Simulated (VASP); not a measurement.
Set up this calculation in VASP 6.6.1, as the native input.

* Task: single point
* Functional: PBE
* Potentials or basis: VASP PAW PBE potentials, release 64 (Al, N)
* Cutoff: 520 eV
* k mesh: 9 × 9 × 6
* Occupations: gaussian, width 0.05 eV
* Spin: no spin polarisation
* Dipole correction: no
* Further INCAR settings: ALGO = Normal; EDIFF = 1e-07; NBANDS = 16

The structure of AlN lies in POSCAR:

```
AlN
1.0
    3.0986000000      0.0000000000      0.0000000000
   -1.5493000000      2.6834663162      0.0000000000
    0.0000000000      0.0000000000      5.4183000000
Al N
2 2
Direct
    0.3333333333      0.6666666667      0.0063352825
    0.6666666667      0.3333333333      0.5063352825
    0.3333333333      0.6666666667      0.3786647175
    0.6666666667      0.3333333333      0.8786647175
```

One way to write it, as run:

INCAR

```
SYSTEM = AlN
  ALGO = Normal
  EDIFF = 1E-7
  ENCUT = 520
  GGA = PE
  ISIF = 2
  ISMEAR = 0
  LASPH = .TRUE.
  LCHARG = .FALSE.
  LREAL = .FALSE.
  LWAVE = .FALSE.
  NBANDS = 16
  NELM = 60
  PREC = Accurate
  SIGMA = 0.05
```

KPOINTS

```
k-points
0
G
  9 9 6
  0 0 0
```

Potentials or basis: VASP PAW PBE potentials, release 64 (Al, N).

Command:

```console
$ cat potpaw_PBE.64/Al/POTCAR potpaw_PBE.64/N/POTCAR > POTCAR
$ mpirun -np 1 vasp_std > vasp.out
```

It gave:

```yaml
Pressure: -9.0 GPa
Band_gap_on_the_k_mesh: 3.29 eV, direct
```

It took 26 s on 1 thread of Intel(R) Xeon(R) Platinum 8259CL CPU @ 2.50GHz (Skylake/Cascade Lake), with other jobs on the host, peak memory 0.16 GiB.
